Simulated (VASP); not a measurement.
A run of VASP 6.6.1 is set up as follows.

The input POSCAR:

```
TlCl
1.0
    3.8008966900      0.0000000000      0.0000000000
    0.0000000000      3.8008966900      0.0000000000
    0.0000000000      0.0000000000      3.8008966900
Tl Cl
1 1
Direct
    0.0000000000      0.0000000000      0.0000000000
    0.5000000000      0.5000000000      0.5000000000
```

The input INCAR.step1:

```
ALGO = Normal
EDIFF = 1E-5
ENCUT = 550
GGA = PE
GGA_COMPAT = False
ISMEAR = -1
LASPH = True
LCHARG = False
LREAL = False
LWAVE = True
NBANDS = 17
NELM = 120
PREC = Accurate
SIGMA = 0.1
```

The input INCAR.step2:

```
ALGO = Normal
EDIFF = 1E-6
ENCUT = 550
GGA_COMPAT = False
ISIF = 2
ISMEAR = -1
ISTART = 1
LASPH = True
LCHARG = False
LMIXTAU = True
LREAL = False
LWAVE = False
METAGGA = R2SCAN
NBANDS = 17
NELM = 120
PREC = Accurate
SIGMA = 0.1
```

The input KPOINTS:

```
k-points
0
Gamma
  7 7 7
```

Potentials or basis: VASP PAW PBE potentials, release 64 (Tl_d, Cl).

Command:

```sh
$ cat potpaw_PBE.64/Tl_d/POTCAR potpaw_PBE.64/Cl/POTCAR > POTCAR
$ cp INCAR.step1 INCAR
$ mpirun -np 1 vasp_std > vasp.out
$ cp INCAR.step2 INCAR
$ mpirun -np 1 vasp_std > vasp.out
```

Task: Estimate the band gap on the k mesh.

Result: 2.91 eV.

Task: Predict the pressure.

Result: 0.8 GPa.

Caveat: the PAW data sets were made with another functional, which shifts forces and pressure a little; spin-orbit coupling is left out, which moves the levels of the heavy elements; an odd mesh through Γ misses points on the zone boundary, where band edges can lie. r2SCAN opens gaps a little over a GGA but as a rule still falls short of measured ones.
